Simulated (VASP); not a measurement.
Write the native input for VASP 6.6.1 that does the following.

| Item | Value |
| --- | --- |
| Task | relaxation of cell and atoms |
| Functional | PBE |
| Potentials or basis | VASP PAW PBE potentials, release 64 (In_d, Ru_pv) |
| Cutoff | 600 eV |
| k mesh | 4 × 4 × 4 |
| Occupations | gaussian, width 0.1 eV |
| Spin | no spin polarisation |
| Dipole correction | no |
| Further INCAR settings | ALGO = Normal; EDIFF = 1e-07; IBRION = 2; EDIFFG = -0.04; NSW = 90; ISIF = 3 |

The structure of InRu3 lies in POSCAR:

```
InRu3
1.0
    0.0000000000      3.4192982700      3.4192982700
    3.4192982700      0.0000000000      3.4192982700
    3.4192982700      3.4192982700      0.0000000000
In Ru
1 3
Direct
    0.0000000000      0.0000000000      0.0000000000
    0.2500000000      0.2500000000      0.2500000000
    0.7500000000      0.7500000000      0.7500000000
    0.5000000000      0.5000000000      0.5000000000
```

The input as run:

INCAR

```
SYSTEM = InRu3
PREC = Accurate
ENCUT = 600
EDIFF = 1E-7
ISMEAR = 0
SIGMA = 0.1
LREAL = .False.
LASPH = .True.
NELM = 80
ALGO = Normal
ISIF = 3
LWAVE = .False.
LCHARG = .False.
GGA = PE
IBRION = 2
NSW = 90
EDIFFG = -0.04
```

KPOINTS

```
regular mesh
0
Gamma
  4 4 4
  0 0 0
```

Potentials or basis: VASP PAW PBE potentials, release 64 (In_d, Ru_pv).

Launch:

```console
$ cat potpaw_PBE.64/In_d/POTCAR potpaw_PBE.64/Ru_pv/POTCAR > POTCAR
$ mpirun -np 1 vasp_std > vasp.out
```

Results of the run:

* Relaxed volume: 15.52 Å³/atom
* Relaxed cell: a = 4.445 Å, b = 4.445 Å, c = 4.445 Å, α = 60.00°, β = 60.00°, γ = 60.00°
* Space group after relaxing (to 0.05 Å): Fm-3m (No. 225)
* Energy gained by relaxing: 518.1 meV/atom
* Ionic steps: 5
* Pressure after relaxing: 0.0 GPa

Caveat: the k points lie up to 0.43 Å⁻¹ apart in the final cell; the volume moved by over 15 % at a fixed basis, so the end points are rough.

Wall time 110 s on 1 thread of Intel(R) Xeon(R) Platinum 8488C (Sapphire Rapids), on a shared host, peak memory 0.25 GiB.
